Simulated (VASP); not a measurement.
A run of VASP 6.6.1:

The input INCAR:

```
ALGO = Normal ; EDIFF = 1E-6
ENCUT = 520 ; GGA = PE
ISIF = 2 ; ISMEAR = 0
LASPH = T ; LCHARG = F
LREAL = F ; LWAVE = F
NBANDS = 46 ; NELM = 100
PREC = Accurate ; SIGMA = 0.02
```

The input KPOINTS:

```
k-points
0
Gamma
  3 3 3
```

File POSCAR:

```
In3GaP4
1.0
    0.0000000000      0.0000000000     -5.9597880294
    0.0000000000     -5.9597880294      0.0000000000
   -5.9597880294      0.0000000000      0.0000000000
Ga In P
1 3 4
Direct
    1.0000000000      1.0000000000      1.0000000000
    0.0000000000      0.5000000000      0.5000000000
    0.5000000000      0.0000000000      0.5000000000
    0.5000000000      0.5000000000      1.0000000000
    0.2393690462      0.2393690462      0.7606309538
    0.2393690462      0.7606309538      0.2393690462
    0.7606309538      0.2393690462      0.2393690462
    0.7606309538      0.7606309538      0.7606309538
```

Potentials or basis: VASP PAW PBE potentials, release 64 (Ga_d, In_d, P).

The run is started by

```console
$ cat potpaw_PBE.64/Ga_d/POTCAR potpaw_PBE.64/In_d/POTCAR potpaw_PBE.64/P/POTCAR > POTCAR
$ mpirun -np 1 vasp_std > vasp.out
```

Hardware: 1 thread of AMD EPYC 9R45 96-Core Processor (Zen 5) (shared host).

How long does it take, and how much memory?

Wall time 26 s on 1 thread of AMD EPYC 9R45 96-Core Processor (Zen 5), on a shared host, peak memory 0.31 GiB. Counts: scf iterations 15, k points 4.
